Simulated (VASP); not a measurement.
Here is a VASP 6.6.1 calculation.

INCAR

```
SYSTEM = LiH
PREC = Accurate ; ENCUT = 520
EDIFF = 1E-7 ; ISMEAR = 0
SIGMA = 0.01 ; LREAL = .FALSE.
LASPH = .TRUE. ; NELM = 80
ALGO = Normal ; ISIF = 2
LWAVE = .FALSE. ; LCHARG = .FALSE.
GGA = PE ; NBANDS = 9
```

Contents of KPOINTS:

```
regular mesh
0
G
  6 6 6
  0 0 0
```

The input POSCAR:

```
LiH
1.0
    0.0000000000      2.1451220099      2.1665732300
    2.1451220099      0.0000000000      2.1665732300
    2.1451220099      2.1451220099      0.0000000000
Li H
1 1
Direct
    0.0000000000      0.0000000000      0.0000000000
    0.2500000000      0.2500000000      0.2500000000
```

Potentials or basis: VASP PAW PBE potentials, release 64 (Li_sv, H).

Run with:

```bash
$ cat potpaw_PBE.64/Li_sv/POTCAR potpaw_PBE.64/H/POTCAR > POTCAR
$ mpirun -np 1 vasp_std > vasp.out
```

Question: Estimate the band gap on the k mesh.

Answer: 4.26 eV (least direct gap 5.25 eV).

Caveat: the k points lie up to 0.42 Å⁻¹ apart; the cell differs from its parent crystal (uniaxial z strain +1.0%). A k mesh can miss the band edges.
